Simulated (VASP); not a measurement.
# SiO2 (I-42d) in VASP: single point with r2SCAN

Aim: the single point of SiO2 with r2SCAN.

All numbers are computed with VASP 6.6.1; they aren't measurements. Logs are shortened: lines on timing, memory, paths and dates and some standing lists are left out, and cuts for length are marked.

### Step 1. The cell of the first run

It takes space group I-42d (No. 122, tetragonal). Conventional cell: a = 4.949 Å, b = 4.949 Å, c = 7.318 Å, α = 90.00°, β = 90.00°, γ = 90.00°. Within 2.1 Å of Si (site symmetry -4) lie 4 O at 1.61 Å. Within 2.1 Å of O (site symmetry 2) lie 2 Si at 1.61 Å.

### Step 2. Single point, r2SCAN

The input, POSCAR:

```
SiO2
1.0
   -2.4743910284      2.4743910284      3.6589265958
    2.4743910284     -2.4743910284      3.6589265958
    2.4743910284      2.4743910284     -3.6589265958
Si O
2 4
Direct
    0.0000000000      0.0000000000      0.0000000000
    0.7500000000      0.2500000000      0.5000000000
    0.3750000000      0.2224564947      0.3474564947
    0.9724564947      0.6250000000      0.8474564947
    0.7775435053      0.1250000000      0.1525435053
    0.8750000000      0.0275435053      0.6525435053
```

The input, INCAR.step1:

```
SYSTEM = SiO2
ALGO     = Normal         ! electronic algorithm
EDIFF    = 1E-4           ! SCF threshold, eV
ENCUT    = 520            ! plane-wave cutoff, eV
GGA      = PE             ! functional
ISMEAR   = 0              ! smearing method
LASPH    = .TRUE.         ! aspherical terms in the spheres
LCHARG   = .FALSE.        ! write CHGCAR
LREAL    = .FALSE.        ! projectors in reciprocal space
LWAVE    = .TRUE.         ! write WAVECAR
NBANDS   = 25             ! bands
NELM     = 60             ! most SCF steps
PREC     = Accurate       ! precision mode
SIGMA    = 0.02           ! smearing width, eV
```

The input, INCAR.step2:

```
SYSTEM = SiO2
ALGO     = Normal         ! electronic algorithm
EDIFF    = 1E-6           ! SCF threshold, eV
ENCUT    = 520            ! plane-wave cutoff, eV
ISIF     = 2              ! what is computed and relaxed
ISMEAR   = 0              ! smearing method
ISTART   = 1            
LASPH    = .TRUE.         ! aspherical terms in the spheres
LCHARG   = .FALSE.        ! write CHGCAR
LMIXTAU  = .TRUE.       
LREAL    = .FALSE.        ! projectors in reciprocal space
LWAVE    = .FALSE.        ! write WAVECAR
METAGGA  = R2SCAN         ! meta-GGA
NBANDS   = 25             ! bands
NELM     = 60             ! most SCF steps
PREC     = Accurate       ! precision mode
SIGMA    = 0.02           ! smearing width, eV
```

The input, KPOINTS:

```
k-points
0
G
  6 6 6
  0 0 0
```

Potentials or basis: VASP PAW PBE potentials, release 64 (Si, O).

Started as:

```
$ cat potpaw_PBE.64/Si/POTCAR potpaw_PBE.64/O/POTCAR > POTCAR
$ cp INCAR.step1 INCAR
$ mpirun -np 1 vasp_std > vasp.out
$ cp INCAR.step2 INCAR
$ mpirun -np 1 vasp_std > vasp.out
```

OUTCAR:

```text
SYSTEM = SiO2
   EDIFF = 1E-6
   ENCUT = 520
   ISIF = 2
   ISMEAR = 0
   ISTART = 1
   LASPH = .TRUE.
   LREAL = .FALSE.
   METAGGA = R2SCAN
   NELM = 60
   PREC = Accurate

 ion  position               nearest neighbor table
   1  0.000  0.000  0.000-   5 1.61   4 1.61   3 1.61   6 1.61   2 3.08   2 3.08   2 3.08   2 3.08

   2  0.750  0.250  0.500-   6 1.61   3 1.61   5 1.61   4 1.61   1 3.08   1 3.08   1 3.08   1 3.08

   3  0.375  0.222  0.347-   2 1.61   1 1.61
   4  0.972  0.625  0.847-   1 1.61   2 1.61
   5  0.778  0.125  0.153-   1 1.61   2 1.61
   6  0.875  0.028  0.653-   2 1.61   1 1.61

  LATTYP: Found a body centered tetragonal cell.
 ALAT       =     4.9487820568
 C/A-ratio  =     1.4787180174

  Lattice vectors:

 A1 = (  -2.4743910284,   2.4743910284,   3.6589265958)
 A2 = (   2.4743910284,  -2.4743910284,   3.6589265958)
 A3 = (   2.4743910284,   2.4743910284,  -3.6589265958)

Analysis of symmetry for initial positions (statically):
=====================================================================
 Subroutine PRICEL returns:
 Original cell was already a primitive cell.

 Routine SETGRP: Setting up the symmetry group for a
 body centered tetragonal supercell.

 Subroutine GETGRP returns: Found  8 space group operations
 (whereof  4 operations were pure point group operations)
 out of a pool of 16 trial point group operations.

The static configuration has the point symmetry S_4 .
 The point group associated with its full space group is D_2d.

Analysis of symmetry for dynamics (positions and initial velocities):
=====================================================================
 Subroutine PRICEL returns:
 Original cell was already a primitive cell.

 Routine SETGRP: Setting up the symmetry group for a
 body centered tetragonal supercell.

 Subroutine GETGRP returns: Found  8 space group operations
 (whereof  4 operations were pure point group operations)
 out of a pool of 16 trial point group operations.

The dynamic configuration has the point symmetry S_4 .
 The point group associated with its full space group is D_2d.

 Subroutine INISYM returns: Found  8 space group operations
 (whereof  4 operations are pure point group operations),
 and found     1 'primitive' translations

----------------------------------------------------------------------------------------

                                     Primitive cell

  volume of cell :      89.6087

  direct lattice vectors                    reciprocal lattice vectors
    -2.474391028  2.474391028  3.658926596     0.000000000  0.202069921  0.136652099
     2.474391028 -2.474391028  3.658926596     0.202069921  0.000000000  0.136652099
     2.474391028  2.474391028 -3.658926596     0.202069921  0.202069921  0.000000000

  length of vectors
     5.062900923  5.062900923  5.062900923     0.243938618  0.243938618  0.285770023

  position of ions in fractional coordinates (direct lattice)
     0.000000000  0.000000000  0.000000000
     0.750000000  0.250000000  0.500000000
     0.375000000  0.222456495  0.347456495
     0.972456495  0.625000000  0.847456495
     0.777543505  0.125000000  0.152543505
     0.875000000  0.027543505  0.652543505

  ion indices of the primitive-cell ions
   primitive index   ion index
                 1           1
                 2           2
                 3           3
                 4           4
                 5           5
                 6           6

----------------------------------------------------------------------------------------

 KPOINTS: k-points

Automatic generation of k-mesh.
 Grid dimensions read from file:
 generate k-points for:    6    6    6

 Generating k-lattice:

  Cartesian coordinates                     Fractional coordinates (reciprocal lattice)
     0.000000000  0.033678320  0.022775350     0.166666667  0.000000000  0.000000000
     0.033678320  0.000000000  0.022775350     0.000000000  0.166666667  0.000000000
     0.033678320  0.033678320  0.000000000     0.000000000  0.000000000  0.166666667

  Length of vectors
     0.040656436  0.040656436  0.047628337

  Shift w.r.t. Gamma in fractional coordinates (k-lattice)
     0.000000000  0.000000000  0.000000000

 Subroutine IBZKPT returns following result:
 ===========================================

 Found     30 irreducible k-points:

 Following reciprocal coordinates:
            Coordinates               Weight
  0.000000  0.000000  0.000000      1.000000
  0.166667  0.000000  0.000000      8.000000
  0.333333  0.000000 -0.000000      8.000000
  0.500000  0.000000  0.000000      4.000000
  0.166667  0.166667 -0.000000      8.000000
  0.333333  0.166667 -0.000000     16.000000
[... 16 lines left out ...]
 -0.333333 -0.333333  0.166667      8.000000
 -0.166667 -0.333333  0.166667      8.000000
 [... further k-points ...]
   k-points           NKPTS =     30   k-points in BZ     NKDIM =     30   number of bands    NBANDS=     25
   number of dos      NEDOS =    301   number of ions     NIONS =      6
   total plane-waves  NPLWV =  64000
   dimension x,y,z NGX =    40 NGY =   40 NGZ =   40
   dimension x,y,z NGXF=    80 NGYF=   80 NGZF=   80
   ions per type =               2   4
   NGX,Y,Z   is equivalent  to a cutoff of  13.13, 13.13, 13.13 a.u.
   NGXF,Y,Z  is equivalent  to a cutoff of  26.27, 26.27, 26.27 a.u.
 SYSTEM =  SiO2
   PREC   = accura    normal or accurate (medium, high low for compatibility)
   ISTART =      1    job   : 0-new  1-cont  2-samecut
   ICHARG =      0    charge: 1-file 2-atom 10-const
   ISPIN  =      1    spin polarized calculation?
   LNONCOLLINEAR =      F non collinear calculations
   LSORBIT =      F    spin-orbit coupling
   LASPH  =      T    aspherical Exc in radial PAW
   ENCUT  =  520.0 eV  38.22 Ry    6.18 a.u.   9.41  9.41  9.41*2*pi/ulx,y,z
   NELM   =     60;   NELMIN=  2; NELMDL=  0     # of ELM steps
   EDIFF  = 0.1E-05   stopping-criterion for ELM
   LREAL  =      F    real-space projection
   EDIFFG = 0.1E-04   stopping-criterion for IOM
   NSW    =      0    number of steps for IOM
   IBRION =     -1    ionic relax: 0-MD 1-quasi-New 2-CG
   NFREE  =      0    steps in history (QN), initial steepest desc. (CG)
   ISIF   =      2    stress and relaxation
   ISYM   =      2    0-nonsym 1-usesym 2-fastsym
   POTIM  = 0.5000    time-step for ionic-motion
   TEBEG  =    0.0;   TEEND  =   0.0 temperature during run
   PSTRESS=    0.0 pullay stress
   NELECT =      32.0000    total number of electrons
   NUPDOWN=      -1.0000    fix difference up-down
   EMIN   =  10.00;   EMAX   =-10.00  energy-range for DOS
   EFERMI =   0.00;   METHOD = LEGACY
   ISMEAR =     0;   SIGMA  =   0.02  broadening in eV -4-tet -1-fermi 0-gaus
   EFERMI_NEDOS =   21; number of points for ismear=-14 and -15
   IALGO  =     38    algorithm
   IMIX   =      4    mixing-type and parameters
     AMIX     =   0.40;   BMIX     =  1.00
     AMIX_MAG =   1.60;   BMIX_MAG =  1.00
  volume/ion in A,a.u.               =      14.93       100.78
  Fermi-wavevector in a.u.,A,eV,Ry     =   1.161470  2.194860 18.354434  1.349013
  Thomas-Fermi vector in A             =   2.298042
   LORBIT       =      0    0 simple, 1 ext, 2 COOP (PROOUT), +10 PAW based schemes
   METAGGA = R2SCAN    functional components
   LHFCALC =     F    Hartree Fock is set to
   AEXX    =    0.0000 exact exchange contribution
   IVDW    =     0    specifies the selected vdW correction
   LEPSILON=     F    determine dielectric tensor
   LRPA    =     F    only Hartree local field effects (RPA)
 non-spin polarized calculation
 Gauss-broadening in eV      SIGMA  =   0.02
  energy-cutoff  :      520.00
  volume of cell :       89.61
 maximum number of plane-waves:      2435
 NGX is ok and might be reduce to    40
   NGX = 19   NGY = 19   NGZ = 19

 number of electron      32.0000002 magnetization

 Free energy of the ion-electron system (eV)
  ---------------------------------------------------
  ext. energy  EPLUGINS =         0.00000000
  ---------------------------------------------------
  free energy    TOTEN  =       -59.58863290 eV

  energy without entropy =      -59.58863290  energy(sigma->0) =      -59.58863290

 E-fermi :  -0.7029     XC(G=0):  -8.6017

 val. band max:       -0.8684922434   @ k =   0.0000   0.0000   0.0000
 cond. band min:       5.6797860972   @ k =   0.0000   0.0000   0.0000
 fundamental gap:      6.5482783406
 Fermi energy:        -0.7029096661

 k-point     1 :       0.0000    0.0000    0.0000
  band No.  band energies     occupation
      1     -21.0718      2.00000
      2     -19.0240      2.00000
      3     -19.0240      2.00000
      4     -18.9688      2.00000
      5     -10.1743      2.00000
      6      -6.4782      2.00000
[... 17 lines left out ...]
     24      12.9398      0.00000
     25      13.4614      0.00000

 k-point     2 :       0.1667    0.0000    0.0000
  band No.  band energies     occupation
      1     -20.9887      2.00000
      2     -19.1453      2.00000
      3     -19.0286      2.00000
      4     -18.9880      2.00000
      5      -9.9639      2.00000
      6      -6.5460      2.00000
[... 17 lines left out ...]
     24      13.0247      0.00000
     25      13.5590      0.00000

 k-point     3 :       0.3333    0.0000   -0.0000
  band No.  band energies     occupation
      1     -20.7788      2.00000
      2     -19.4548      2.00000
      3     -19.0364      2.00000
      4     -19.0008      2.00000
      5      -9.4816      2.00000
      6      -6.7892      2.00000
[... 17 lines left out ...]
     24      12.9175      0.00000
     25      13.8317      0.00000

 k-point     4 :       0.5000    0.0000    0.0000
  band No.  band energies     occupation
      1     -20.6297      2.00000
      2     -19.6531      2.00000
      3     -19.0395      2.00000
      4     -19.0069      2.00000
      5      -9.1869      2.00000
      6      -6.9689      2.00000
[... 17 lines left out ...]
     24      13.3783      0.00000
     25      13.5521      0.00000
[... 477 lines left out ...]
 k-point    22 :      -0.1667    0.5000    0.1667
  band No.  band energies     occupation
      1     -20.5704      2.00000
      2     -19.7124      2.00000
      3     -19.0449      2.00000
      4     -19.0250      2.00000
      5      -9.0120      2.00000
      6      -7.1370      2.00000
[... 17 lines left out ...]
     24      13.4995      0.00000
     25      13.7523      0.00000

 k-point    23 :      -0.3333   -0.3333    0.1667
  band No.  band energies     occupation
      1     -20.5738      2.00000
      2     -19.6977      2.00000
      3     -19.0497      2.00000
      4     -19.0343      2.00000
      5      -8.9704      2.00000
      6      -7.1975      2.00000
[... 17 lines left out ...]
     24      13.4631      0.00000
     25      13.9715      0.00000

 k-point    24 :      -0.1667   -0.3333    0.1667
  band No.  band energies     occupation
      1     -20.7806      2.00000
      2     -19.4282      2.00000
      3     -19.0397      2.00000
      4     -19.0282      2.00000
      5      -9.4386      2.00000
      6      -6.7733      2.00000
[... 17 lines left out ...]
     24      13.2468      0.00000
     25      13.7955      0.00000

 [... further k-points ...]

------------------------ aborting loop because EDIFF is reached ----------------------------------------

  FORCE on cell =-STRESS in cart. coord.  units (eV):
  Direction    XX          YY          ZZ          XY          YZ          ZX
  --------------------------------------------------------------------------------------
  -------------------------------------------------------------------------------------
  Total        0.0995916      0.0995916      0.0974973      0.0000000      0.0000000      0.0000000
  in kB        1.7806682      1.7806682      1.7432231      0.0000000      0.0000000      0.0000000
  external PRESSURE =       1.7681865 kB  Pullay stress =       0.0000000 kB

 VOLUME and BASIS-vectors are now :
 -----------------------------------------------------------------------------
  energy-cutoff  :      520.00
  volume of cell :       89.61
      direct lattice vectors                 reciprocal lattice vectors
    -2.474391028  2.474391028  3.658926596     0.000000000  0.202069921  0.136652099
     2.474391028 -2.474391028  3.658926596     0.202069921  0.000000000  0.136652099
     2.474391028  2.474391028 -3.658926596     0.202069921  0.202069921  0.000000000

 POSITION                                       TOTAL-FORCE (eV/Angst)
 -----------------------------------------------------------------------------------
      0.00000      0.00000      0.00000        -0.000000      0.000000      0.000000
     -0.00000      2.47439      1.82946        -0.000000      0.000000      0.000000
      0.48229      1.23720      0.91473         0.005240      0.000000      0.000000
      1.23720      2.95668      2.74419        -0.000000      0.005240      0.000000
     -1.23720      1.99210      2.74419        -0.000000     -0.005240     -0.000000
     -0.48229      3.71159      0.91473        -0.005240      0.000000     -0.000000
 -----------------------------------------------------------------------------------
    total drift:                                0.000012      0.000012     -0.000001

  FREE ENERGIE OF THE ION-ELECTRON SYSTEM (eV)
  ---------------------------------------------------
  free  energy   TOTEN  =       -59.5886328992 eV

  energy  without entropy=      -59.5886328992  energy(sigma->0) =      -59.58863290
```

Run time: 2.5 min. Hardware: 1 thread of Intel Xeon Platinum 8488C (Sapphire Rapids), shared host; peak memory 0.26 GiB.

What came out:

```yaml
Free_energy: -59.5886 eV
Pressure: 0.2 GPa
Largest_force: 0.005 eV/Å
Band_gap_on_the_k_mesh: 6.55 eV, direct
```

Forces on the atoms (eV/Å):
```
Si   0.000  0.000  0.000
Si   0.000  0.000  0.000
O    0.005  0.000  0.000
O    0.000  0.005  0.000
O    0.000 -0.005  0.000
O   -0.005  0.000  0.000
```

Caveat: the PAW data sets were made with another functional, which shifts forces and pressure a little. r2SCAN opens gaps a little over a GGA but as a rule still falls short of measured ones.
